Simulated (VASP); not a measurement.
# Co (Fd-3m) in VASP: notebook

The runs below take Co through single point, with r2SCAN.

Program: VASP 6.6.1. These are calculated values, not measurements. Logs are shortened: lines on timing, memory, paths and dates and some standing lists are left out, and cuts for length are marked.

### Step 1. The cell of the first run

Symmetry: Fd-3m, No. 227, cubic system. Conventional cell: a = 5.035 Å, b = 5.035 Å, c = 5.035 Å, α = 90.00°, β = 90.00°, γ = 90.00°. Co (site symmetry -43m) has 4 Co at 2.18 Å within 2.9 Å.

### Step 2. Single point, r2SCAN, collinear spin, ferromagnetic start

Contents of POSCAR:

```
Co
1.0
    0.0000000000      2.5172988708      2.5172988708
    2.5172988708      0.0000000000      2.5172988708
    2.5172988708      2.5172988708      0.0000000000
Co
2
Direct
    0.1250000000      0.1250000000      0.1250000000
    0.8750000000      0.8750000000      0.8750000000
```

Contents of INCAR.step1:

```
SYSTEM = Co
PREC     = Accurate       ! precision mode
ENCUT    = 520            ! plane-wave cutoff, eV
ISMEAR   = -1             ! smearing method
SIGMA    = 0.1            ! smearing width, eV
LREAL    = .FALSE.        ! projectors in reciprocal space
LASPH    = .TRUE.         ! aspherical terms in the spheres
NELM     = 150            ! most SCF steps
ISPIN    = 2              ! spin polarisation
MAGMOM   = 1.917 1.917    ! initial moments
LMAXMIX  = 4              ! l up to which the mixer works
NBANDS   = 20             ! bands
GGA      = PE             ! functional
ALGO     = Normal         ! electronic algorithm
EDIFF    = 1E-4           ! SCF threshold, eV
LWAVE    = .TRUE.         ! write WAVECAR
LCHARG   = .FALSE.        ! write CHGCAR
```

Contents of INCAR.step2:

```
SYSTEM = Co
PREC     = Accurate       ! precision mode
ENCUT    = 520            ! plane-wave cutoff, eV
EDIFF    = 1E-6           ! SCF threshold, eV
ISMEAR   = -1             ! smearing method
SIGMA    = 0.1            ! smearing width, eV
LREAL    = .FALSE.        ! projectors in reciprocal space
LASPH    = .TRUE.         ! aspherical terms in the spheres
NELM     = 150            ! most SCF steps
ALGO     = Normal         ! electronic algorithm
ISIF     = 2              ! what is computed and relaxed
LWAVE    = .FALSE.        ! write WAVECAR
LCHARG   = .TRUE.         ! write CHGCAR
ISPIN    = 2              ! spin polarisation
MAGMOM   = 1.917 1.917    ! initial moments
LORBIT   = 11             ! projections on sites
LMAXMIX  = 4              ! l up to which the mixer works
METAGGA  = R2SCAN         ! meta-GGA
LMIXTAU  = .TRUE.       
LELF     = .TRUE.         ! ELF
LVHAR    = .TRUE.       
NBANDS   = 20             ! bands
ISTART   = 1
```

Contents of KPOINTS:

```
regular mesh
0
G
  6 6 6
  0 0 0
```

Potentials or basis: VASP PAW PBE potentials, release 64 (Co).

On the command line:

```bash
cat potpaw_PBE.64/Co/POTCAR > POTCAR
cp INCAR.step1 INCAR
mpirun -np 1 vasp_std > vasp.out
cp INCAR.step2 INCAR
mpirun -np 1 vasp_std > vasp.out
```

OUTCAR:

```text
SYSTEM = Co
   PREC = Accurate
   ENCUT = 520
   EDIFF = 1E-6
   ISMEAR = -1
   LREAL = .FALSE.
   LASPH = .TRUE.
   NELM = 150
   ISIF = 2
   ISPIN = 2
   LORBIT = 11
   METAGGA = R2SCAN
   ISTART = 1

 ion  position               nearest neighbor table
   1  0.125  0.125  0.125-   2 2.18   2 2.18   2 2.18   2 2.18
   2  0.875  0.875  0.875-   1 2.18   1 2.18   1 2.18   1 2.18

  LATTYP: Found a face centered cubic cell.
 ALAT       =     5.0345977416

  Lattice vectors:

 A1 = (   0.0000000000,   2.5172988708,   2.5172988708)
 A2 = (   2.5172988708,   0.0000000000,   2.5172988708)
 A3 = (   2.5172988708,   2.5172988708,   0.0000000000)

Analysis of symmetry for initial positions (statically):
=====================================================================
 Subroutine PRICEL returns:
 Original cell was already a primitive cell.

 Routine SETGRP: Setting up the symmetry group for a
 face centered cubic supercell.

 Subroutine GETGRP returns: Found 48 space group operations
 (whereof 12 operations were pure point group operations)
 out of a pool of 48 trial point group operations.

The static configuration has the point symmetry D_3d.
 The point group associated with its full space group is O_h .

Analysis of symmetry for dynamics (positions and initial velocities):
=====================================================================
 Subroutine PRICEL returns:
 Original cell was already a primitive cell.

 Routine SETGRP: Setting up the symmetry group for a
 face centered cubic supercell.

 Subroutine GETGRP returns: Found 48 space group operations
 (whereof 12 operations were pure point group operations)
 out of a pool of 48 trial point group operations.

The dynamic configuration has the point symmetry D_3d.
 The point group associated with its full space group is O_h .

Analysis of structural, dynamic, and magnetic symmetry:
=====================================================================
 Subroutine PRICEL returns:
 Original cell was already a primitive cell.

 Routine SETGRP: Setting up the symmetry group for a
 face centered cubic supercell.

 Subroutine GETGRP returns: Found 48 space group operations
 (whereof 12 operations were pure point group operations)
 out of a pool of 48 trial point group operations.

The overall configuration has the point symmetry D_3d.
 The point group associated with its full space group is O_h .

 Subroutine INISYM returns: Found 48 space group operations
 (whereof 12 operations are pure point group operations),
 and found     1 'primitive' translations

----------------------------------------------------------------------------------------

                                     Primitive cell

  volume of cell :      31.9032

  direct lattice vectors                    reciprocal lattice vectors
     0.000000000  2.517298871  2.517298871    -0.198625601  0.198625601  0.198625601
     2.517298871  0.000000000  2.517298871     0.198625601 -0.198625601  0.198625601
     2.517298871  2.517298871  0.000000000     0.198625601  0.198625601 -0.198625601

  length of vectors
     3.559998204  3.559998204  3.559998204     0.344029632  0.344029632  0.344029632

  position of ions in fractional coordinates (direct lattice)
     0.125000000  0.125000000  0.125000000
     0.875000000  0.875000000  0.875000000

  ion indices of the primitive-cell ions
   primitive index   ion index
                 1           1
                 2           2

----------------------------------------------------------------------------------------

 KPOINTS: regular mesh

Automatic generation of k-mesh.
 Grid dimensions read from file:
 generate k-points for:    6    6    6

 Generating k-lattice:

  Cartesian coordinates                     Fractional coordinates (reciprocal lattice)
    -0.033104267  0.033104267  0.033104267     0.166666667  0.000000000  0.000000000
     0.033104267 -0.033104267  0.033104267     0.000000000  0.166666667  0.000000000
     0.033104267  0.033104267 -0.033104267     0.000000000  0.000000000  0.166666667

  Length of vectors
     0.057338272  0.057338272  0.057338272

  Shift w.r.t. Gamma in fractional coordinates (k-lattice)
     0.000000000  0.000000000  0.000000000

 Subroutine IBZKPT returns following result:
 ===========================================

 Found     16 irreducible k-points:

 Following reciprocal coordinates:
            Coordinates               Weight
  0.000000  0.000000  0.000000      1.000000
  0.166667  0.000000  0.000000      8.000000
  0.333333  0.000000  0.000000      8.000000
  0.500000  0.000000  0.000000      4.000000
  0.166667  0.166667  0.000000      6.000000
  0.333333  0.166667  0.000000     24.000000
[... 8 lines left out ...]
 -0.333333  0.333333  0.166667     24.000000
 -0.333333  0.500000  0.166667     12.000000
   k-points           NKPTS =     16   k-points in BZ     NKDIM =     16   number of bands    NBANDS=     20
   number of dos      NEDOS =    301   number of ions     NIONS =      2
   total plane-waves  NPLWV =  21952
   dimension x,y,z NGX =    28 NGY =   28 NGZ =   28
   dimension x,y,z NGXF=    56 NGYF=   56 NGZF=   56
   ions per type =               2
   NGX,Y,Z   is equivalent  to a cutoff of  13.08, 13.08, 13.08 a.u.
   NGXF,Y,Z  is equivalent  to a cutoff of  26.15, 26.15, 26.15 a.u.
 SYSTEM =  Co
   PREC   = accura    normal or accurate (medium, high low for compatibility)
   ISTART =      1    job   : 0-new  1-cont  2-samecut
   ICHARG =      0    charge: 1-file 2-atom 10-const
   ISPIN  =      2    spin polarized calculation?
   LNONCOLLINEAR =      F non collinear calculations
   LSORBIT =      F    spin-orbit coupling
   LASPH  =      T    aspherical Exc in radial PAW
   ENCUT  =  520.0 eV  38.22 Ry    6.18 a.u.   6.62  6.62  6.62*2*pi/ulx,y,z
   NELM   =    150;   NELMIN=  2; NELMDL=  0     # of ELM steps
   EDIFF  = 0.1E-05   stopping-criterion for ELM
   LREAL  =      F    real-space projection
   EDIFFG = 0.1E-04   stopping-criterion for IOM
   NSW    =      0    number of steps for IOM
   IBRION =     -1    ionic relax: 0-MD 1-quasi-New 2-CG
   NFREE  =      0    steps in history (QN), initial steepest desc. (CG)
   ISIF   =      2    stress and relaxation
   ISYM   =      2    0-nonsym 1-usesym 2-fastsym
   POTIM  = 0.5000    time-step for ionic-motion
   TEBEG  =    0.0;   TEEND  =   0.0 temperature during run
   PSTRESS=    0.0 pullay stress
   NELECT =      18.0000    total number of electrons
   NUPDOWN=      -1.0000    fix difference up-down
   EMIN   =  10.00;   EMAX   =-10.00  energy-range for DOS
   EFERMI =   0.00;   METHOD = LEGACY
   ISMEAR =    -1;   SIGMA  =   0.10  broadening in eV -4-tet -1-fermi 0-gaus
   EFERMI_NEDOS =   21; number of points for ismear=-14 and -15
   IALGO  =     38    algorithm
   IMIX   =      4    mixing-type and parameters
     AMIX     =   0.40;   BMIX     =  1.00
     AMIX_MAG =   1.60;   BMIX_MAG =  1.00
  volume/ion in A,a.u.               =      15.95       107.65
  Fermi-wavevector in a.u.,A,eV,Ry     =   1.352760  2.556347 24.898127  1.829961
  Thomas-Fermi vector in A             =   2.480072
   LORBIT       =     11    0 simple, 1 ext, 2 COOP (PROOUT), +10 PAW based schemes
   METAGGA = R2SCAN    functional components
   LHFCALC =     F    Hartree Fock is set to
   AEXX    =    0.0000 exact exchange contribution
   IVDW    =     0    specifies the selected vdW correction
   LEPSILON=     F    determine dielectric tensor
   LRPA    =     F    only Hartree local field effects (RPA)
 spin polarized calculation
  energy-cutoff  :      520.00
  volume of cell :       31.90
 maximum number of plane-waves:       881
 NGX is ok and might be reduce to    28
   NGX = 13   NGY = 13   NGZ = 13

 number of electron      18.0000010 magnetization       3.6069720

 Free energy of the ion-electron system (eV)
  ---------------------------------------------------
  ext. energy  EPLUGINS =         0.00000000
  ---------------------------------------------------
  free energy    TOTEN  =       -23.80661101 eV

  energy without entropy =      -23.76189220  energy(sigma->0) =      -23.78425160

 E-fermi :   5.6538     XC(G=0): -11.7613

 val. band max:        5.6109304425   @ k =  -0.3333   0.3333   0.0000
 cond. band min:       5.7263764312   @ k =   0.0000   0.0000   0.0000
 fundamental gap:      0.1154459886
 Fermi energy:         5.6537729876

 spin component 1

 k-point     1 :       0.0000    0.0000    0.0000
  band No.  band energies     occupation
      1      -1.2508      1.00000
      2       1.4661      1.00000
      3       1.4661      1.00000
      4       1.7572      1.00000
      5       1.7573      1.00000
      6       1.7573      1.00000
[... 12 lines left out ...]
     19      21.6250      0.00000
     20      23.4392      0.00000

 k-point     2 :       0.1667    0.0000    0.0000
  band No.  band energies     occupation
      1      -0.7269      1.00000
      2       1.3832      1.00000
      3       1.3832      1.00000
      4       1.7899      1.00000
      5       1.9315      1.00000
      6       1.9316      1.00000
[... 12 lines left out ...]
     19      22.0028      0.00000
     20      22.0029      0.00000
[... 280 lines left out ...]
      2       1.1935      1.00000
      3       1.8932      1.00000
      4       2.1309      1.00000
      5       2.1845      1.00000
      6       2.4727      1.00000
[... 12 lines left out ...]
     19      26.8662      0.00000
     20      27.4059      0.00000

 k-point    16 :      -0.3333    0.5000    0.1667
  band No.  band energies     occupation
      1       1.1061      1.00000
      2       1.1062      1.00000
      3       1.9914      1.00000
      4       1.9914      1.00000
      5       2.6060      1.00000
      6       2.6061      1.00000
[... 12 lines left out ...]
     19      31.2528      0.00000
     20      31.2529      0.00000
 Fermi energy:         5.6537729876

 spin component 2

 k-point     1 :       0.0000    0.0000    0.0000
  band No.  band energies     occupation
      1      -1.4510      1.00000
      2       3.6380      1.00000
      3       3.6381      1.00000
      4       3.6381      1.00000
      5       3.9518      1.00000
      6       3.9518      1.00000
[... 12 lines left out ...]
     19      21.8061      0.00000
     20      23.7197      0.00000

 k-point     2 :       0.1667    0.0000    0.0000
  band No.  band energies     occupation
      1      -0.9127      1.00000
      2       3.5219      1.00000
      3       3.5220      1.00000
      4       3.6760      1.00000
      5       4.1831      1.00000
      6       4.1831      1.00000
[... 12 lines left out ...]
     19      22.4192      0.00000
     20      22.4192      0.00000
[... 281 lines left out ...]
      3       3.4164      1.00000
      4       3.9007      1.00000
      5       4.3037      1.00000
      6       4.4826      0.99999
[... 12 lines left out ...]
     19      27.2519      0.00000
     20      28.1794      0.00000

 k-point    16 :      -0.3333    0.5000    0.1667
  band No.  band energies     occupation
      1       3.0283      1.00000
      2       3.0283      1.00000
      3       3.7350      1.00000
      4       3.7350      1.00000
      5       4.3443      1.00000
      6       4.3443      1.00000
[... 12 lines left out ...]
     19      31.7700      0.00000
     20      31.7700      0.00000

------------------------ aborting loop because EDIFF is reached ----------------------------------------

  FORCE on cell =-STRESS in cart. coord.  units (eV):
  Direction    XX          YY          ZZ          XY          YZ          ZX
  --------------------------------------------------------------------------------------
  -------------------------------------------------------------------------------------
  Total       -0.0728452     -0.0728452     -0.0728452      0.0000000      0.0000000      0.0000000
  in kB       -3.6582840     -3.6582840     -3.6582840      0.0000000      0.0000000      0.0000000
  external PRESSURE =      -3.6582840 kB  Pullay stress =       0.0000000 kB

 VOLUME and BASIS-vectors are now :
 -----------------------------------------------------------------------------
  energy-cutoff  :      520.00
  volume of cell :       31.90
      direct lattice vectors                 reciprocal lattice vectors
     0.000000000  2.517298871  2.517298871    -0.198625601  0.198625601  0.198625601
     2.517298871  0.000000000  2.517298871     0.198625601 -0.198625601  0.198625601
     2.517298871  2.517298871  0.000000000     0.198625601  0.198625601 -0.198625601

 POSITION                                       TOTAL-FORCE (eV/Angst)
 -----------------------------------------------------------------------------------
      0.62932      0.62932      0.62932         0.000000      0.000000      0.000000
      4.40527      4.40527      4.40527        -0.000000     -0.000000     -0.000000
 -----------------------------------------------------------------------------------
    total drift:                                0.000000      0.000000     -0.000000

  FREE ENERGIE OF THE ION-ELECTRON SYSTEM (eV)
  ---------------------------------------------------
  free  energy   TOTEN  =       -23.8066110052 eV

  energy  without entropy=      -23.7618921967  energy(sigma->0) =      -23.78425160

 total charge

# of ion       s       p       d       tot
------------------------------------------
    1        0.567   0.389   7.305   8.261
    2        0.567   0.389   7.305   8.261
--------------------------------------------------
tot          1.133   0.778  14.610  16.521

 magnetization (x)

# of ion       s       p       d       tot
------------------------------------------
    1       -0.043  -0.046   1.910   1.822
    2       -0.043  -0.046   1.910   1.822
--------------------------------------------------
tot         -0.085  -0.091   3.821   3.644
```

Run time: 63 s. Hardware: 1 thread of Intel Xeon Platinum 8559C (Emerald Rapids), shared host; peak memory 0.18 GiB.

What came out:

```yaml
Free_energy: -23.8066 eV
Pressure: -0.4 GPa
Net_moment: 3.61 μB per cell
Site_moments: Co +1.82 μB
Valence_electrons_inside_the_program's_atomic_spheres: Co 8.26
```

Caveat: the k points lie up to 0.36 Å⁻¹ apart; the PAW data sets were made with another functional, which shifts forces and pressure a little.

(Continued in part 2 of 2.)
